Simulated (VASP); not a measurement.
Here is a VASP 6.6.1 calculation.

Contents of INCAR:

```
PREC = Accurate
ENCUT = 520
EDIFF = 1E-6
ISMEAR = 0
SIGMA = 0.1
LREAL = F
LASPH = T
NELM = 100
ALGO = Fast
ISIF = 2
LWAVE = F
LCHARG = T
GGA = PE
LELF = T
LVHAR = T
NBANDS = 20
```

File KPOINTS:

```
regular mesh
0
Gamma
  12 12 18
```

Contents of POSCAR:

```
CuRe2
1.0
    4.4779785080      0.0000000000      0.0000000000
   -2.2389892540      3.8780431455      0.0000000000
    0.0000000000      0.0000000000      2.5317480788
Cu Re
1 2
Direct
    0.0000000000      0.0000000000      0.0000000000
    0.3333333333      0.6666666667      0.5000000000
    0.6666666667      0.3333333333      0.5000000000
```

Potentials or basis: VASP PAW PBE potentials, release 64 (Cu, Re).

The run is started by

```sh
$ cat potpaw_PBE.64/Cu/POTCAR potpaw_PBE.64/Re/POTCAR > POTCAR
$ mpirun -np 1 vasp_std > vasp.out
```

Q: Predict the pressure.

A: -0.9 GPa.

Q: Predict the band gap on the k mesh.

A: Zero (an odd number of electrons rules out a gap without spin polarisation).

Stress tensor (GPa, compression positive):
```
-0.61  0.00  0.00
 0.00 -0.61  0.00
 0.00  0.00 -1.35
```

Caveat: spin-orbit coupling is left out, which moves the levels of the heavy elements.
